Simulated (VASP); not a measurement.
# TaO5 (F-43m) in VASP: notebook

Runs on TaO5. Level: PBE. Tasks: single point.

Program: VASP 6.6.1. These are calculated values, not measurements. Logs are shortened: lines on timing, memory, paths and dates and some standing lists are left out, and cuts for length are marked.

**1. The cell of the first run**

It takes space group F-43m (No. 216, cubic). The conventional cell has a = 5.815 Å, b = 5.815 Å, c = 5.815 Å, α = 90.00°, β = 90.00°, γ = 90.00°. Within 3.2 Å of Ta (site symmetry -43m) lie 16 O at 2.41 to 2.52 Å. Within 2.7 Å of O (site symmetry 3m) lie 9 O at 2.03 to 2.41 Å and 3 Ta at 2.41 Å. O (site symmetry -43m) has 12 O at 2.41 Å and 4 Ta at 2.52 Å within 3.2 Å.

**2. Single point, PBE**

The input, INCAR:

```
PREC = Accurate
ENCUT = 520
EDIFF = 1E-6
ISMEAR = 0
SIGMA = 0.1
LREAL = False
LASPH = True
NELM = 100
ALGO = Normal
ISIF = 2
LWAVE = False
LCHARG = False
GGA = PE
NBANDS = 30
```

The input, KPOINTS:

```
Automatic mesh
0
Gamma
  6 6 6
```

The input, POSCAR:

```
TaO5
1.0
    0.0000000000      2.9075898660      2.9075898660
    2.9075898660      0.0000000000      2.9075898660
    2.9075898660      2.9075898660      0.0000000000
Ta O
1 5
Direct
    0.5000000000      0.5000000000      0.5000000000
    0.3790559659      0.8736480114      0.8736480114
    0.8736480114      0.8736480114      0.8736480114
    0.2500000000      0.2500000000      0.2500000000
    0.8736480114      0.8736480114      0.3790559659
    0.8736480114      0.3790559659      0.8736480114
```

Potentials or basis: VASP PAW PBE potentials, release 64 (Ta_pv, O).

The run is started by

```sh
cat potpaw_PBE.64/Ta_pv/POTCAR potpaw_PBE.64/O/POTCAR > POTCAR
mpirun -np 1 vasp_std > vasp.out
```

OUTCAR:

```text
PREC = Accurate
   ENCUT = 520
   EDIFF = 1E-6
   ISMEAR = 0
   LREAL = False
   LASPH = True
   NELM = 100
   ISIF = 2
   GGA = PE

 ion  position               nearest neighbor table
   1  0.500  0.500  0.500-   2 2.41   6 2.41   2 2.41   5 2.41   5 2.41   6 2.41   3 2.41   3 2.41
                             3 2.41   2 2.41   5 2.41   6 2.41   4 2.52   4 2.52   4 2.52   4 2.52
   2  0.379  0.874  0.874-   1 2.41   1 2.41   1 2.41
   3  0.874  0.874  0.874-   1 2.41   1 2.41   1 2.41
   4  0.250  0.250  0.250-   1 2.52   1 2.52   1 2.52   1 2.52
   5  0.874  0.874  0.379-   1 2.41   1 2.41   1 2.41
   6  0.874  0.379  0.874-   1 2.41   1 2.41   1 2.41

  LATTYP: Found a face centered cubic cell.
 ALAT       =     5.8151797320

  Lattice vectors:

 A1 = (   0.0000000000,   2.9075898660,   2.9075898660)
 A2 = (   2.9075898660,   0.0000000000,   2.9075898660)
 A3 = (   2.9075898660,   2.9075898660,   0.0000000000)

Analysis of symmetry for initial positions (statically):
[... 5 lines left out ...]
 face centered cubic supercell.

 Subroutine GETGRP returns: Found 24 space group operations
 (whereof 24 operations were pure point group operations)
 out of a pool of 48 trial point group operations.

The static configuration has the point symmetry T_d .

Analysis of symmetry for dynamics (positions and initial velocities):
[... 5 lines left out ...]
 face centered cubic supercell.

 Subroutine GETGRP returns: Found 24 space group operations
 (whereof 24 operations were pure point group operations)
 out of a pool of 48 trial point group operations.

The dynamic configuration has the point symmetry T_d .

 Subroutine INISYM returns: Found 24 space group operations
 (whereof 24 operations are pure point group operations),
 and found     1 'primitive' translations

----------------------------------------------------------------------------------------

                                     Primitive cell

  volume of cell :      49.1620

  direct lattice vectors                    reciprocal lattice vectors
     0.000000000  2.907589866  2.907589866    -0.171963730  0.171963730  0.171963730
     2.907589866  0.000000000  2.907589866     0.171963730 -0.171963730  0.171963730
     2.907589866  2.907589866  0.000000000     0.171963730  0.171963730 -0.171963730

  length of vectors
     4.111953022  4.111953022  4.111953022     0.297849918  0.297849918  0.297849918

  position of ions in fractional coordinates (direct lattice)
     0.500000000  0.500000000  0.500000000
     0.379055966  0.873648011  0.873648011
     0.873648011  0.873648011  0.873648011
     0.250000000  0.250000000  0.250000000
     0.873648011  0.873648011  0.379055966
     0.873648011  0.379055966  0.873648011

  ion indices of the primitive-cell ions
   primitive index   ion index
                 1           1
                 2           2
                 3           3
                 4           4
                 5           5
                 6           6

----------------------------------------------------------------------------------------

 KPOINTS: Automatic mesh

Automatic generation of k-mesh.
 Grid dimensions read from file:
 generate k-points for:    6    6    6

 Generating k-lattice:

  Cartesian coordinates                     Fractional coordinates (reciprocal lattice)
    -0.028660622  0.028660622  0.028660622     0.166666667  0.000000000  0.000000000
     0.028660622 -0.028660622  0.028660622     0.000000000  0.166666667  0.000000000
     0.028660622  0.028660622 -0.028660622     0.000000000  0.000000000  0.166666667

  Length of vectors
     0.049641653  0.049641653  0.049641653

  Shift w.r.t. Gamma in fractional coordinates (k-lattice)
     0.000000000  0.000000000  0.000000000

 Subroutine IBZKPT returns following result:
 ===========================================

 Found     16 irreducible k-points:

 Following reciprocal coordinates:
            Coordinates               Weight
  0.000000  0.000000  0.000000      1.000000
  0.166667  0.000000  0.000000      8.000000
  0.333333  0.000000  0.000000      8.000000
  0.500000  0.000000  0.000000      4.000000
  0.166667  0.166667  0.000000      6.000000
  0.333333  0.166667  0.000000     24.000000
[... 8 lines left out ...]
 -0.333333  0.333333  0.166667     24.000000
 -0.333333  0.500000  0.166667     12.000000
   k-points           NKPTS =     16   k-points in BZ     NKDIM =     16   number of bands    NBANDS=     30
   number of dos      NEDOS =    301   number of ions     NIONS =      6
   total plane-waves  NPLWV =  32768
   dimension x,y,z NGX =    32 NGY =   32 NGZ =   32
   dimension x,y,z NGXF=    64 NGYF=   64 NGZF=   64
   ions per type =               1   5
   NGX,Y,Z   is equivalent  to a cutoff of  12.94, 12.94, 12.94 a.u.
   NGXF,Y,Z  is equivalent  to a cutoff of  25.88, 25.88, 25.88 a.u.
 SYSTEM =  unknown system
   PREC   = accura    normal or accurate (medium, high low for compatibility)
   ISTART =      0    job   : 0-new  1-cont  2-samecut
   ICHARG =      2    charge: 1-file 2-atom 10-const
   ISPIN  =      1    spin polarized calculation?
   LNONCOLLINEAR =      F non collinear calculations
   LSORBIT =      F    spin-orbit coupling
   LASPH  =      T    aspherical Exc in radial PAW
   ENCUT  =  520.0 eV  38.22 Ry    6.18 a.u.   7.65  7.65  7.65*2*pi/ulx,y,z
   NELM   =    100;   NELMIN=  2; NELMDL= -5     # of ELM steps
   EDIFF  = 0.1E-05   stopping-criterion for ELM
   LREAL  =      F    real-space projection
   EDIFFG = 0.1E-04   stopping-criterion for IOM
   NSW    =      0    number of steps for IOM
   IBRION =     -1    ionic relax: 0-MD 1-quasi-New 2-CG
   NFREE  =      0    steps in history (QN), initial steepest desc. (CG)
   ISIF   =      2    stress and relaxation
   ISYM   =      2    0-nonsym 1-usesym 2-fastsym
   POTIM  = 0.5000    time-step for ionic-motion
   TEBEG  =    0.0;   TEEND  =   0.0 temperature during run
   PSTRESS=    0.0 pullay stress
   NELECT =      41.0000    total number of electrons
   NUPDOWN=      -1.0000    fix difference up-down
   EMIN   =  10.00;   EMAX   =-10.00  energy-range for DOS
   EFERMI =   0.00;   METHOD = LEGACY
   ISMEAR =     0;   SIGMA  =   0.10  broadening in eV -4-tet -1-fermi 0-gaus
   EFERMI_NEDOS =   21; number of points for ismear=-14 and -15
   IALGO  =     38    algorithm
   IMIX   =      4    mixing-type and parameters
     AMIX     =   0.40;   BMIX     =  1.00
     AMIX_MAG =   1.60;   BMIX_MAG =  1.00
  volume/ion in A,a.u.               =       8.19        55.29
  Fermi-wavevector in a.u.,A,eV,Ry     =   1.540966  2.912003 32.308058  2.374575
  Thomas-Fermi vector in A             =   2.646978
   LORBIT       =      0    0 simple, 1 ext, 2 COOP (PROOUT), +10 PAW based schemes
   GGA     = PE    functional components
   LHFCALC =     F    Hartree Fock is set to
   AEXX    =    0.0000 exact exchange contribution
   IVDW    =     0    specifies the selected vdW correction
   LEPSILON=     F    determine dielectric tensor
   LRPA    =     F    only Hartree local field effects (RPA)
 non-spin polarized calculation
 Gauss-broadening in eV      SIGMA  =   0.10
  energy-cutoff  :      520.00
  volume of cell :       49.16
 maximum number of plane-waves:      1363
 NGX is ok and might be reduce to    32
   NGX = 15   NGY = 15   NGZ = 15

 number of electron      40.9999984 magnetization

 Free energy of the ion-electron system (eV)
  ---------------------------------------------------
  ext. energy  EPLUGINS =         0.00000000
  ---------------------------------------------------
  free energy    TOTEN  =       -34.67736244 eV

  energy without entropy =      -34.64565369  energy(sigma->0) =      -34.66150806

 E-fermi :   5.5493     XC(G=0): -13.0629

 val. band max:        5.5024807086   @ k =   0.3333   0.1667   0.0000
 cond. band min:       5.5568917610   @ k =   0.1667   0.1667   0.0000
 fundamental gap:      0.0544110523
 Fermi energy:         5.5493476986

 k-point     1 :       0.0000    0.0000    0.0000
  band No.  band energies     occupation
      1     -30.5807      2.00000
      2     -30.5807      2.00000
      3     -30.5807      2.00000
      4     -16.7096      2.00000
      5     -11.2081      2.00000
      6     -11.2081      2.00000
[... 22 lines left out ...]
     29      11.6560      0.00000
     30      17.1583      0.00000

 k-point     2 :       0.1667    0.0000    0.0000
  band No.  band energies     occupation
      1     -30.5953      2.00000
      2     -30.5823      2.00000
      3     -30.5823      2.00000
      4     -16.4680      2.00000
      5     -11.7417      2.00000
      6     -11.2476      2.00000
[... 22 lines left out ...]
     29      12.4847      0.00000
     30      17.1586      0.00000

 k-point     3 :       0.3333    0.0000    0.0000
  band No.  band energies     occupation
      1     -30.6240      2.00000
      2     -30.5856      2.00000
      3     -30.5856      2.00000
      4     -15.8377      2.00000
      5     -12.8347      2.00000
      6     -11.3265      2.00000
[... 22 lines left out ...]
     29      13.6154      0.00000
     30      17.1595      0.00000

 k-point     4 :       0.5000    0.0000    0.0000
  band No.  band energies     occupation
      1     -30.6383      2.00000
      2     -30.5872      2.00000
      3     -30.5872      2.00000
      4     -15.3310      2.00000
      5     -13.5321      2.00000
      6     -11.3656      2.00000
[... 352 lines left out ...]
     29      14.1646      0.00000
     30      17.1602      0.00000

 k-point    15 :      -0.3333    0.3333    0.1667
  band No.  band energies     occupation
      1     -30.6255      2.00000
      2     -30.6086      2.00000
      3     -30.5951      2.00000
      4     -14.8783      2.00000
      5     -13.7686      2.00000
      6     -11.8341      2.00000
[... 22 lines left out ...]
     29      14.2693      0.00000
     30      17.1605      0.00000

 k-point    16 :      -0.3333    0.5000    0.1667
  band No.  band energies     occupation
      1     -30.6264      2.00000
      2     -30.6076      2.00000
      3     -30.6004      2.00000
      4     -14.5558      2.00000
      5     -14.1132      2.00000
      6     -11.7156      2.00000
[... 22 lines left out ...]
     29      14.5337      0.00000
     30      17.1609      0.00000

------------------------ aborting loop because EDIFF is reached ----------------------------------------

  FORCE on cell =-STRESS in cart. coord.  units (eV):
  Direction    XX          YY          ZZ          XY          YZ          ZX
  --------------------------------------------------------------------------------------
  -------------------------------------------------------------------------------------
  Total        0.0290313      0.0290313      0.0290313      0.0000000      0.0000000      0.0000000
  in kB        0.9461246      0.9461246      0.9461246      0.0000000      0.0000000      0.0000000
  external PRESSURE =       0.9461246 kB  Pullay stress =       0.0000000 kB

 VOLUME and BASIS-vectors are now :
 -----------------------------------------------------------------------------
  energy-cutoff  :      520.00
  volume of cell :       49.16
      direct lattice vectors                 reciprocal lattice vectors
     0.000000000  2.907589866  2.907589866    -0.171963730  0.171963730  0.171963730
     2.907589866  0.000000000  2.907589866     0.171963730 -0.171963730  0.171963730
     2.907589866  2.907589866  0.000000000     0.171963730  0.171963730 -0.171963730

 POSITION                                       TOTAL-FORCE (eV/Angst)
 -----------------------------------------------------------------------------------
      2.90759      2.90759      2.90759         0.000000      0.000000      0.000000
      5.08042      3.64235      3.64235         0.007478     -0.007478     -0.007478
      5.08042      5.08042      5.08042         0.007478      0.007478      0.007478
      1.45379      1.45379      1.45379         0.000000      0.000000      0.000000
      3.64235      3.64235      5.08042        -0.007478     -0.007478      0.007478
      3.64235      5.08042      3.64235        -0.007478      0.007478     -0.007478
 -----------------------------------------------------------------------------------
    total drift:                               -0.000001     -0.000001     -0.000001

  FREE ENERGIE OF THE ION-ELECTRON SYSTEM (eV)
  ---------------------------------------------------
  free  energy   TOTEN  =       -34.6773624415 eV

  energy  without entropy=      -34.6456536880  energy(sigma->0) =      -34.66150806
```

It took 21 s on 1 thread of Intel Xeon Platinum 8488C (Sapphire Rapids), shared host; peak memory 0.18 GiB.

What came out:

| Item | Value |
| --- | --- |
| Free energy | -34.6774 eV |
| Pressure | 0.1 GPa |
| Largest force | 0.013 eV/Å |

Forces on the atoms (eV/Å):
```
Ta   0.000  0.000  0.000
O    0.007 -0.007 -0.007
O    0.007  0.007  0.007
O    0.000  0.000  0.000
O   -0.007 -0.007  0.007
O   -0.007  0.007 -0.007
```

Caveat: spin-orbit coupling is left out, which moves the levels of the heavy elements; an odd number of electrons without spin polarisation forces a metal; a magnetic or distorted state may lie lower.

[end of part 1 of 2]
